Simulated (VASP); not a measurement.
# Cr (Im-3m) in VASP: notebook, part 2 of 3

VASP 6.6.1.

## Step 3: Single point, PBEsol, collinear spin, ferromagnetic start

Input file INCAR:

```
SYSTEM = Cr
PREC = Accurate ; ENCUT = 520
EDIFF = 1E-7 ; ISMEAR = -1
SIGMA = 0.05 ; LREAL = .False.
LASPH = .True. ; NELM = 150
ALGO = Normal ; ISIF = 2
LWAVE = .False. ; LCHARG = .False.
ISPIN = 2 ; MAGMOM = 2.2
LORBIT = 11 ; NUPDOWN = 2.2
LMAXMIX = 4 ; GGA = PS
NBANDS = 16
```

Input file KPOINTS:

```
regular mesh
0
Gamma
  10 10 10
  0 0 0
```

Input file POSCAR:

```
Cr
1.0
   -1.4844496776      1.4844496776      1.4844496776
    1.4844496776     -1.4844496776      1.4844496776
    1.4844496776      1.4844496776     -1.4844496776
Cr
1
Direct
    0.0000000000      0.0000000000      0.0000000000
```

Potentials or basis: VASP PAW PBE potentials, release 64 (Cr_pv).

Launch:

```
> cat potpaw_PBE.64/Cr_pv/POTCAR > POTCAR
> mpirun -np 1 vasp_std > vasp.out
```

OUTCAR:

```text
SYSTEM = Cr
   PREC = Accurate
   ENCUT = 520
   EDIFF = 1E-7
   ISMEAR = -1
   LREAL = .False.
   LASPH = .True.
   NELM = 150
   ISIF = 2
   ISPIN = 2
   LORBIT = 11
   NUPDOWN = 2.2
   GGA = PS

 ion  position               nearest neighbor table
   1  0.000  0.000  0.000-

  LATTYP: Found a body centered cubic cell.
 ALAT       =     2.9688993552

  Lattice vectors:

 A1 = (  -1.4844496776,   1.4844496776,   1.4844496776)
 A2 = (   1.4844496776,  -1.4844496776,   1.4844496776)
 A3 = (   1.4844496776,   1.4844496776,  -1.4844496776)

Analysis of symmetry for initial positions (statically):
=====================================================================
 Subroutine PRICEL returns:
 Original cell was already a primitive cell.

 Routine SETGRP: Setting up the symmetry group for a
 body centered cubic supercell.

 Subroutine GETGRP returns: Found 48 space group operations
 (whereof 48 operations were pure point group operations)
 out of a pool of 48 trial point group operations.

The static configuration has the point symmetry O_h .

Analysis of symmetry for dynamics (positions and initial velocities):
=====================================================================
 Subroutine PRICEL returns:
 Original cell was already a primitive cell.

 Routine SETGRP: Setting up the symmetry group for a
 body centered cubic supercell.

 Subroutine GETGRP returns: Found 48 space group operations
 (whereof 48 operations were pure point group operations)
 out of a pool of 48 trial point group operations.

The dynamic configuration has the point symmetry O_h .

Analysis of structural, dynamic, and magnetic symmetry:
=====================================================================
 Subroutine PRICEL returns:
 Original cell was already a primitive cell.

 Routine SETGRP: Setting up the symmetry group for a
 body centered cubic supercell.

 Subroutine GETGRP returns: Found 48 space group operations
 (whereof 48 operations were pure point group operations)
 out of a pool of 48 trial point group operations.

The overall configuration has the point symmetry O_h .

 Subroutine INISYM returns: Found 48 space group operations
 (whereof 48 operations are pure point group operations),
 and found     1 'primitive' translations

----------------------------------------------------------------------------------------

                                     Primitive cell

  volume of cell :      13.0845

  direct lattice vectors                    reciprocal lattice vectors
    -1.484449678  1.484449678  1.484449678     0.000000000  0.336825160  0.336825160
     1.484449678 -1.484449678  1.484449678     0.336825160  0.000000000  0.336825160
     1.484449678  1.484449678 -1.484449678     0.336825160  0.336825160  0.000000000

  length of vectors
     2.571142263  2.571142263  2.571142263     0.476342709  0.476342709  0.476342709

  position of ions in fractional coordinates (direct lattice)
     0.000000000  0.000000000  0.000000000

  ion indices of the primitive-cell ions
   primitive index   ion index
                 1           1

----------------------------------------------------------------------------------------

 KPOINTS: regular mesh

Automatic generation of k-mesh.
 Grid dimensions read from file:
[... 47 lines left out ...]
   k-points           NKPTS =     47   k-points in BZ     NKDIM =     47   number of bands    NBANDS=     16
   number of dos      NEDOS =    301   number of ions     NIONS =      1
   total plane-waves  NPLWV =   8000
   dimension x,y,z NGX =    20 NGY =   20 NGZ =   20
   dimension x,y,z NGXF=    40 NGYF=   40 NGZF=   40
   ions per type =               1
   NGX,Y,Z   is equivalent  to a cutoff of  12.93, 12.93, 12.93 a.u.
   NGXF,Y,Z  is equivalent  to a cutoff of  25.86, 25.86, 25.86 a.u.
 SYSTEM =  Cr
   PREC   = accura    normal or accurate (medium, high low for compatibility)
   ISTART =      0    job   : 0-new  1-cont  2-samecut
   ICHARG =      2    charge: 1-file 2-atom 10-const
   ISPIN  =      2    spin polarized calculation?
   LNONCOLLINEAR =      F non collinear calculations
   LSORBIT =      F    spin-orbit coupling
   LASPH  =      T    aspherical Exc in radial PAW
   ENCUT  =  520.0 eV  38.22 Ry    6.18 a.u.   4.78  4.78  4.78*2*pi/ulx,y,z
   NELM   =    150;   NELMIN=  2; NELMDL= -5     # of ELM steps
   EDIFF  = 0.1E-06   stopping-criterion for ELM
   LREAL  =      F    real-space projection
   EDIFFG = 0.1E-05   stopping-criterion for IOM
   NSW    =      0    number of steps for IOM
   IBRION =     -1    ionic relax: 0-MD 1-quasi-New 2-CG
   NFREE  =      0    steps in history (QN), initial steepest desc. (CG)
   ISIF   =      2    stress and relaxation
   ISYM   =      2    0-nonsym 1-usesym 2-fastsym
   POTIM  = 0.5000    time-step for ionic-motion
   TEBEG  =    0.0;   TEEND  =   0.0 temperature during run
   PSTRESS=    0.0 pullay stress
   NELECT =      12.0000    total number of electrons
   NUPDOWN=       2.2000    fix difference up-down
   EMIN   =  10.00;   EMAX   =-10.00  energy-range for DOS
   EFERMI =   0.00;   METHOD = LEGACY
   ISMEAR =    -1;   SIGMA  =   0.05  broadening in eV -4-tet -1-fermi 0-gaus
   EFERMI_NEDOS =   21; number of points for ismear=-14 and -15
   IALGO  =     38    algorithm
   IMIX   =      4    mixing-type and parameters
     AMIX     =   0.40;   BMIX     =  1.00
     AMIX_MAG =   1.60;   BMIX_MAG =  1.00
  volume/ion in A,a.u.               =      13.08        88.30
  Fermi-wavevector in a.u.,A,eV,Ry     =   1.590559  3.005721 34.421077  2.529878
  Thomas-Fermi vector in A             =   2.689235
   LORBIT       =     11    0 simple, 1 ext, 2 COOP (PROOUT), +10 PAW based schemes
   GGA     = PS    functional components
   LHFCALC =     F    Hartree Fock is set to
   AEXX    =    0.0000 exact exchange contribution
   IVDW    =     0    specifies the selected vdW correction
   LEPSILON=     F    determine dielectric tensor
   LRPA    =     F    only Hartree local field effects (RPA)
 spin polarized calculation
  energy-cutoff  :      520.00
  volume of cell :       13.08
 maximum number of plane-waves:       370
   NGX =  9   NGY =  9   NGZ =  9

 number of electron      12.0000008 magnetization       2.2000002

 Free energy of the ion-electron system (eV)
  ---------------------------------------------------
  ext. energy  EPLUGINS =         0.00000000
  ---------------------------------------------------
  free energy    TOTEN  =        -9.09973025 eV

  energy without entropy =       -9.08027863  energy(sigma->0) =       -9.09000444

 E-fermi :   8.7839     XC(G=0): -13.0283

 val. band max:        9.8838778299   @ k =   0.2000   0.0000   0.0000
 cond. band min:       8.8521201073   @ k =  -0.4000   0.4000   0.1000
 fundamental gap:     -1.0317577226
 Fermi energy:         9.8917634899

 spin component 1

 k-point     1 :       0.0000    0.0000    0.0000
  band No.  band energies     occupation
      1     -33.8481      1.00000
      2     -33.8481      1.00000
      3     -33.8481      1.00000
      4       1.3270      1.00000
      5       7.9574      1.00000
      6       7.9574      1.00000
[... 435 lines left out ...]
      5       7.3294      1.00000
      6       7.5931      1.00000
[... 8 lines left out ...]
     15      33.9093      0.00000
     16      36.2163      0.00000

 [... further k-points ...]

 spin component 2

 k-point     1 :       0.0000    0.0000    0.0000
  band No.  band energies     occupation
      1     -31.8546      1.00000
      2     -31.8546      1.00000
      3     -31.8546      1.00000
      4       2.2456      1.00000
      5       9.8795      0.00000
      6       9.8795      0.00000
[... 435 lines left out ...]
      5       9.1195      0.00121
      6       9.1647      0.00049
[... 8 lines left out ...]
     15      35.0734      0.00000
     16      37.2192      0.00000

 [... further k-points ...]
[... 5 lines left out ...]
  --------------------------------------------------------------------------------------
  -------------------------------------------------------------------------------------
  Total       -0.2592872     -0.2592872     -0.2592872      0.0000000      0.0000000      0.0000000
  in kB      -31.7493816    -31.7493816    -31.7493816      0.0000000      0.0000000      0.0000000
  external PRESSURE =     -31.7493816 kB  Pullay stress =       0.0000000 kB

 VOLUME and BASIS-vectors are now :
 -----------------------------------------------------------------------------
  energy-cutoff  :      520.00
  volume of cell :       13.08
      direct lattice vectors                 reciprocal lattice vectors
    -1.484449678  1.484449678  1.484449678     0.000000000  0.336825160  0.336825160
     1.484449678 -1.484449678  1.484449678     0.336825160  0.000000000  0.336825160
     1.484449678  1.484449678 -1.484449678     0.336825160  0.336825160  0.000000000

 POSITION                                       TOTAL-FORCE (eV/Angst)
 -----------------------------------------------------------------------------------
      0.00000      0.00000      0.00000         0.000000     -0.000000     -0.000000
 -----------------------------------------------------------------------------------
    total drift:                                0.000000     -0.000000      0.000000

  FREE ENERGIE OF THE ION-ELECTRON SYSTEM (eV)
  ---------------------------------------------------
  free  energy   TOTEN  =        -9.0997302463 eV

  energy  without entropy=       -9.0802786309  energy(sigma->0) =       -9.09000444

 total charge

# of ion       s       p       d       tot
------------------------------------------
    1        0.390   6.306   4.153  10.849

 magnetization (x)

# of ion       s       p       d       tot
------------------------------------------
    1        0.002   0.076   1.952   2.030
```

OSZICAR:

```text
N       E                     dE             d eps       ncg     rms          rms(c)
DAV:   1     0.827587099788E+02    0.82759E+02   -0.62682E+03  3064   0.839E+02
DAV:   2    -0.880261047715E+01   -0.91561E+02   -0.87411E+02  3288   0.244E+02
DAV:   3    -0.103267130273E+02   -0.15241E+01   -0.15167E+01  3416   0.349E+01
DAV:   4    -0.103327641595E+02   -0.60511E-02   -0.60510E-02  3480   0.220E+00
DAV:   5    -0.103328163147E+02   -0.52155E-04   -0.52156E-04  3456   0.184E-01    0.106E+01
DAV:   6    -0.908406557236E+01    0.12488E+01   -0.20125E+00  3072   0.229E+01    0.231E+00
DAV:   7    -0.910242738284E+01   -0.18362E-01   -0.78152E-02  3216   0.299E+00    0.150E+00
DAV:   8    -0.910401453732E+01   -0.15872E-02   -0.52155E-03  3408   0.807E-01    0.562E-01
DAV:   9    -0.909972860304E+01    0.42859E-02   -0.12379E-03  3264   0.401E-01    0.145E-01
DAV:  10    -0.909972155527E+01    0.70478E-05   -0.28148E-04  3224   0.149E-01    0.440E-02
DAV:  11    -0.909972965351E+01   -0.80982E-05   -0.85676E-06  3344   0.311E-02    0.152E-02
DAV:  12    -0.909973059227E+01   -0.93876E-06   -0.10709E-06  3240   0.969E-03    0.649E-03
DAV:  13    -0.909973024977E+01    0.34250E-06   -0.25212E-07  3232   0.487E-03    0.618E-04
DAV:  14    -0.909973024633E+01    0.34361E-08   -0.13858E-08  1592   0.884E-04
   1 F= -.90997302E+01 E0= -.90900044E+01  d E =-.194516E-01  mag=     2.2000
```

stdout:

```text
POSCAR found type information on POSCAR Cr
 POSCAR found :  1 types and       1 ions
 scaLAPACK will be used
 -----------------------------------------------------------------------------
|                                                                             |
|                                                                             |
|     You enforced a specific xc type in the INCAR file but a different       |
|     I HOPE YOU KNOW WHAT YOU ARE DOING!                                     |
|                                                                             |
 -----------------------------------------------------------------------------

 LDA part: xc-table for (Slater+PW92), standard interpolation
 POSCAR, INCAR and KPOINTS ok, starting setup
 FFT: planning ... GRIDC
 FFT: planning ... GRID_SOFT
 FFT: planning ... GRID
 WAVECAR not read
 entering main loop
```

Run time: 18 s. Hardware: 1 thread of Intel Xeon Platinum 8259CL at 2.50GHz (Skylake/Cascade Lake), shared host; peak memory 0.13 GiB.

Results:

* Free energy: -9.0997 eV
* Pressure: -3.2 GPa
* Net moment: 2.20 μB per cell
* Site moments: Cr +2.03 μB
* Valence electrons inside the program's atomic spheres: Cr 10.85

Caveat: the PAW data sets were made with another functional, which shifts forces and pressure a little; the total moment is fixed, so each spin has its own Fermi level.

[end of part 2 of 3]
